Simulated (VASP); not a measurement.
# Co (P-3m1) in VASP: further runs, part 2 of 2

VASP 6.6.1. Earlier steps stand in the parts before.

## (4) Single point, PBEsol, collinear spin, ferromagnetic start

This run uses another cell than the first one, of 10.23 Å³/atom, 0.979 times its volume.

INCAR reads:

```
  ALGO = Normal
  EDIFF = 1E-6
  ENCUT = 520
  GGA = PS
  ISIF = 2
  ISMEAR = -1
  ISPIN = 2
  LASPH = T
  LCHARG = F
  LMAXMIX = 4
  LORBIT = 11
  LREAL = F
  LWAVE = F
  MAGMOM = 2 2
  NBANDS = 20
  NELM = 150
  PREC = Accurate
  SIGMA = 0.05
```

KPOINTS reads:

```
k-points
0
Gamma
  12 12 7
```

POSCAR reads:

```
Co
1.0
    2.4365880777      0.0000000000      0.0000000000
   -1.2182940388      2.1101471738      0.0000000000
    0.0000000000      0.0000000000      3.9803419532
Co
2
Direct
    0.3333333333      0.6666666667      0.7401390000
    0.6666666667      0.3333333333      0.2598610000
```

Potentials or basis: VASP PAW PBE potentials, release 64 (Co).

Launch:

```bash
> cat potpaw_PBE.64/Co/POTCAR > POTCAR
> mpirun -np 1 vasp_std > vasp.out
```

OUTCAR:

```text
EDIFF = 1E-6
   ENCUT = 520
   GGA = PS
   ISIF = 2
   ISMEAR = -1
   ISPIN = 2
   LASPH = T
   LORBIT = 11
   LREAL = F
   NELM = 150
   PREC = Accurate

 ion  position               nearest neighbor table
   1  0.333  0.667  0.740-   2 2.37   2 2.37   2 2.37   2 2.50   2 2.50   2 2.50
   2  0.667  0.333  0.260-   1 2.37   1 2.37   1 2.37   1 2.50   1 2.50   1 2.50

  LATTYP: Found a hexagonal cell.
 ALAT       =     2.4365880777
 C/A-ratio  =     1.6335719565

  Lattice vectors:

 A1 = (   2.4365880777,   0.0000000000,   0.0000000000)
 A2 = (  -1.2182940388,   2.1101471738,   0.0000000000)
 A3 = (   0.0000000000,   0.0000000000,   3.9803419532)

Analysis of symmetry for initial positions (statically):
=====================================================================
 Subroutine PRICEL returns:
 Original cell was already a primitive cell.

 Routine SETGRP: Setting up the symmetry group for a
 hexagonal supercell.

 Subroutine GETGRP returns: Found 12 space group operations
 (whereof 12 operations were pure point group operations)
 out of a pool of 24 trial point group operations.

The static configuration has the point symmetry D_3d.

Analysis of symmetry for dynamics (positions and initial velocities):
=====================================================================
 Subroutine PRICEL returns:
 Original cell was already a primitive cell.

 Routine SETGRP: Setting up the symmetry group for a
 hexagonal supercell.

 Subroutine GETGRP returns: Found 12 space group operations
 (whereof 12 operations were pure point group operations)
 out of a pool of 24 trial point group operations.

The dynamic configuration has the point symmetry D_3d.

Analysis of structural, dynamic, and magnetic symmetry:
=====================================================================
 Subroutine PRICEL returns:
 Original cell was already a primitive cell.

 Routine SETGRP: Setting up the symmetry group for a
 hexagonal supercell.
[... 137 lines left out ...]
  energy-cutoff  :      520.00
  volume of cell :       20.47
 maximum number of plane-waves:       570
   NGX =  9   NGY =  9   NGZ = 15

 number of electron      18.0000001 magnetization       3.0955961

 Free energy of the ion-electron system (eV)
  ---------------------------------------------------
  ext. energy  EPLUGINS =         0.00000000
  ---------------------------------------------------
  free energy    TOTEN  =       -15.44737829 eV

  energy without entropy =      -15.43176781  energy(sigma->0) =      -15.43957305

 E-fermi :  10.9416     XC(G=0): -13.9250

 val. band max:       10.9407432559   @ k =  -0.0833   0.2500   0.4286
 cond. band min:      10.9469174774   @ k =   0.1667   0.1667   0.2857
 fundamental gap:      0.0061742215
 Fermi energy:        10.9416224951

 spin component 1

 k-point     1 :       0.0000    0.0000    0.0000
  band No.  band energies     occupation
      1       1.6006      1.00000
      2       5.4718      1.00000
      3       8.2007      1.00000
      4       8.2670      1.00000
      5       8.2670      1.00000
      6       8.5903      1.00000
[... 541 lines left out ...]
     19      38.4046      0.00000
     20      39.4758      0.00000

 [... further k-points ...]

 spin component 2

 k-point     1 :       0.0000    0.0000    0.0000
  band No.  band energies     occupation
      1       1.6722      1.00000
      2       6.3861      1.00000
      3       9.7212      1.00000
      4       9.8203      1.00000
      5       9.8203      1.00000
      6      10.1711      1.00000
[... 541 lines left out ...]
     19      38.6484      0.00000
     20      39.7684      0.00000

 [... further k-points ...]
[... 5 lines left out ...]
  --------------------------------------------------------------------------------------
  -------------------------------------------------------------------------------------
  Total        0.5453774      0.5453774      0.1508691      0.0000000      0.0000000     -0.0000000
  in kB       42.6965212     42.6965212     11.8112422      0.0000000      0.0000000     -0.0000000
  external PRESSURE =      32.4014282 kB  Pullay stress =       0.0000000 kB

 VOLUME and BASIS-vectors are now :
 -----------------------------------------------------------------------------
  energy-cutoff  :      520.00
  volume of cell :       20.47
      direct lattice vectors                 reciprocal lattice vectors
     2.436588078  0.000000000  0.000000000     0.410409954  0.236950297  0.000000000
    -1.218294039  2.110147174  0.000000000     0.000000000  0.473900594  0.000000000
     0.000000000  0.000000000  3.980341953     0.000000000  0.000000000  0.251234696

 POSITION                                       TOTAL-FORCE (eV/Angst)
 -----------------------------------------------------------------------------------
     -0.00000      1.40676      2.94601         0.000000      0.000000      0.657037
      1.21829      0.70338      1.03434        -0.000000     -0.000000     -0.657037
 -----------------------------------------------------------------------------------
    total drift:                                0.000000     -0.000000     -0.000000

  FREE ENERGIE OF THE ION-ELECTRON SYSTEM (eV)
  ---------------------------------------------------
  free  energy   TOTEN  =       -15.4473782868 eV

  energy  without entropy=      -15.4317678090  energy(sigma->0) =      -15.43957305

 total charge

# of ion       s       p       d       tot
------------------------------------------
    1        0.516   0.580   7.304   8.400
    2        0.516   0.580   7.304   8.400
--------------------------------------------------
tot          1.031   1.160  14.608  16.799

 magnetization (x)

# of ion       s       p       d       tot
------------------------------------------
    1       -0.015  -0.051   1.617   1.551
    2       -0.015  -0.051   1.617   1.551
--------------------------------------------------
tot         -0.030  -0.101   3.234   3.103
```

stdout:

```text
POSCAR found type information on POSCAR Co
 POSCAR found :  1 types and       2 ions
 scaLAPACK will be used
 -----------------------------------------------------------------------------
|                                                                             |
|                                                                             |
|     You enforced a specific xc type in the INCAR file but a different       |
|     I HOPE YOU KNOW WHAT YOU ARE DOING!                                     |
|                                                                             |
 -----------------------------------------------------------------------------

 LDA part: xc-table for (Slater+PW92), standard interpolation
 POSCAR, INCAR and KPOINTS ok, starting setup
 FFT: planning ... GRIDC
 FFT: planning ... GRID_SOFT
 FFT: planning ... GRID
 WAVECAR not read
 entering main loop
```

It took 72 s on 1 thread of Intel Xeon Platinum 8488C (Sapphire Rapids), shared host; peak memory 0.18 GiB.

What came out:

```yaml
Free_energy: -15.4474 eV
Pressure: 3.2 GPa
Largest_force: 0.657 eV/Å
Net_moment: 3.10 μB per cell
Site_moments: Co +1.55 μB
Valence_electrons_inside_the_program's_atomic_spheres: Co 8.40
```

Forces in eV/Å, atoms in the order of the input:
```
Co   0.000  0.000  0.657
Co   0.000  0.000 -0.657
```

Levels at points of the mesh, in eV from the Fermi level:
Spin up:
```csv
k point,band 9,band 10,band 11,band 12,band 13,band 14
"(0.00, 0.00, 0.00)",-1.88,-0.71,-0.71,-0.27,6.67,22.52
"(0.50, 0.00, 0.00)",-0.51,-0.36,1.48,3.64,9.88,10.95
```
Spin down:
| k point | band 3 | band 4 | band 5 | band 6 | band 7 | band 8 | band 9 | band 10 | band 11 | band 12 |
| --- | --- | --- | --- | --- | --- | --- | --- | --- | --- | --- |
| (0.00, 0.00, 0.00) | -1.22 | -1.12 | -1.12 | -0.77 | -0.77 | -0.21 | -0.17 | -0.17 | 1.09 | 1.09 |
| (0.50, 0.00, 0.00) | -3.58 | -1.92 | -1.25 | -1.20 | -0.75 | 1.24 | 1.35 | 1.42 | 2.70 | 4.60 |

Caveat: the PAW data sets were made with another functional, which shifts forces and pressure a little.

## (5) Single point, PBEsol, collinear spin, ferromagnetic start

INCAR reads:

```
PREC = Accurate
ENCUT = 520
EDIFF = 1E-6
ISMEAR = -1
SIGMA = 0.05
LREAL = F
LASPH = T
NELM = 150
ALGO = Normal
ISIF = 2
LWAVE = F
LCHARG = F
ISPIN = 2
MAGMOM = 2 2
LORBIT = 11
LMAXMIX = 4
GGA = PS
NBANDS = 20
```

KPOINTS reads:

```
regular mesh
0
Gamma
  12 12 7
```

POSCAR reads:

```
Co
1.0
    2.4537477140      0.0000000000      0.0000000000
   -1.2268738570      2.1250078548      0.0000000000
    0.0000000000      0.0000000000      4.0083734539
Co
2
Direct
    0.3333333333      0.6666666667      0.7401390000
    0.6666666667      0.3333333333      0.2598610000
```

Launch:

```bash
> cat potpaw_PBE.64/Co/POTCAR > POTCAR
> mpirun -np 1 vasp_std > vasp.out
```

Run time: 86 s. Hardware: 1 thread of Intel Xeon Platinum 8488C (Sapphire Rapids), shared host; peak memory 0.18 GiB.

The run converged. Its results:

```
Free energy                                           : -15.4495 eV
Pressure                                              : -1.7 GPa
Largest force                                         : 0.573 eV/Å
Net moment                                            : 3.16 μB per cell
Site moments                                          : Co +1.58 μB
Valence electrons inside the program's atomic spheres : Co 8.35
```

Forces on the atoms (eV/Å):
```
Co   0.000  0.000  0.573
Co   0.000  0.000 -0.573
```

Stress tensor (GPa, compression positive):
```
-0.63  0.00  0.00
 0.00 -0.63  0.00
 0.00  0.00 -3.70
```

Levels at points of the mesh, in eV from the Fermi level:
Spin up:
| k point | band 8 | band 9 | band 10 | band 11 | band 12 | band 13 | band 14 | band 15 |
| --- | --- | --- | --- | --- | --- | --- | --- | --- |
| (0.00, 0.00, 0.00) | -1.88 | -1.88 | -0.75 | -0.75 | -0.26 | 6.47 | 22.34 | 25.38 |
| (0.50, 0.00, 0.00) | -0.59 | -0.56 | -0.41 | 1.41 | 3.52 | 9.71 | 10.74 | 12.89 |
Spin down:
| k point | band 3 | band 4 | band 5 | band 6 | band 7 | band 8 | band 9 | band 10 | band 11 | band 12 |
| --- | --- | --- | --- | --- | --- | --- | --- | --- | --- | --- |
| (0.00, 0.00, 0.00) | -1.17 | -1.06 | -1.06 | -0.73 | -0.73 | -0.20 | -0.15 | -0.15 | 1.08 | 1.08 |
| (0.50, 0.00, 0.00) | -3.46 | -1.88 | -1.20 | -1.14 | -0.71 | 1.23 | 1.33 | 1.40 | 2.64 | 4.49 |

Caveat: the PAW data sets were made with another functional, which shifts forces and pressure a little.

## (6) Single point, PBEsol, collinear spin, ferromagnetic start

This run uses another cell than the first one, of 10.67 Å³/atom, 1.021 times its volume.

INCAR reads:

```
ALGO = Normal
EDIFF = 1E-7
ENCUT = 520
GGA = PS
ISIF = 2
ISMEAR = -1
ISPIN = 2
LASPH = True
LCHARG = False
LMAXMIX = 4
LORBIT = 11
LREAL = False
LWAVE = False
MAGMOM = 2 2
NBANDS = 20
NELM = 150
PREC = Accurate
SIGMA = 0.05
```

KPOINTS reads:

```
k-points
0
Gamma
  12 12 7
```

POSCAR reads:

```
Co
1.0
    2.4706706468      0.0000000000      0.0000000000
   -1.2353353234      2.1396635445      0.0000000000
    0.0000000000      0.0000000000      4.0360182824
Co
2
Direct
    0.3333333333      0.6666666667      0.7401390000
    0.6666666667      0.3333333333      0.2598610000
```

Potentials or basis: VASP PAW PBE potentials, release 64 (Co).

Launch:

```bash
> cat potpaw_PBE.64/Co/POTCAR > POTCAR
> mpirun -np 1 vasp_std > vasp.out
```

Wall time 95 s (1 thread of Intel Xeon Platinum 8488C (Sapphire Rapids), shared host); peak memory 0.18 GiB.

The run converged. Its results:

```yaml
Free_energy: -15.4391 eV
Pressure: -6.0 GPa
Largest_force: 0.498 eV/Å
Net_moment: 3.21 μB per cell
Site_moments: Co +1.61 μB
Valence_electrons_inside_the_program's_atomic_spheres: Co 8.31
```

Forces on the atoms (eV/Å):
```
Co   0.000  0.000  0.498
Co   0.000  0.000 -0.498
```

Stress tensor (GPa, compression positive):
```
-5.01  0.00  0.00
 0.00 -5.01  0.00
 0.00  0.00 -8.03
```

Levels at points of the mesh, in eV from the Fermi level:
Spin up:
```tsv
k point	band 9	band 10	band 11	band 12	band 13	band 14
(0.00, 0.00, 0.00)	-1.89	-0.79	-0.79	-0.25	6.28	22.17
(0.50, 0.00, 0.00)	-0.61	-0.46	1.34	3.40	9.54	10.54
```
Spin down:
```csv
k point,band 3,band 4,band 5,band 6,band 7,band 8,band 9,band 10,band 11,band 12
"(0.00, 0.00, 0.00)",-1.12,-1.01,-1.01,-0.69,-0.69,-0.20,-0.12,-0.12,1.06,1.06
"(0.50, 0.00, 0.00)",-3.35,-1.84,-1.14,-1.10,-0.68,1.21,1.30,1.38,2.59,4.39
```

Caveat: the PAW data sets were made with another functional, which shifts forces and pressure a little.

## (7) Overview

```csv
level,cell,gap on the mesh (eV),pressure (GPa),moment (μB),largest force (eV/Å)
PBEsol,"a = 2.454, b = 2.454, c = 4.008 Å, angles 90.0, 90.0, 120.0°, 2 atoms",none,-1.7,3.16,0.57
PBE,"a = 2.487, b = 2.487, c = 4.063 Å, angles 90.0, 90.0, 120.0°, 2 atoms",none,0.0,3.26,0.48
PBEsol,"a = 2.437, b = 2.437, c = 3.980 Å, angles 90.0, 90.0, 120.0°, 2 atoms",none,3.2,3.10,0.66
PBEsol,"a = 2.471, b = 2.471, c = 4.036 Å, angles 90.0, 90.0, 120.0°, 2 atoms",none,-6.0,3.21,0.50
```

Alike in all rows: task single point; potentials or basis VASP PAW PBE potentials, release 64 (Co); spin collinear, ferromagnetic start; k mesh 12 × 12 × 7; cutoff (eV) 520; smearing fermi-dirac 0.05 eV.

Caveats: the PAW data sets were made with another functional, which shifts forces and pressure a little (some runs).

Absolute energies hang on the potentials; compare differences alone.
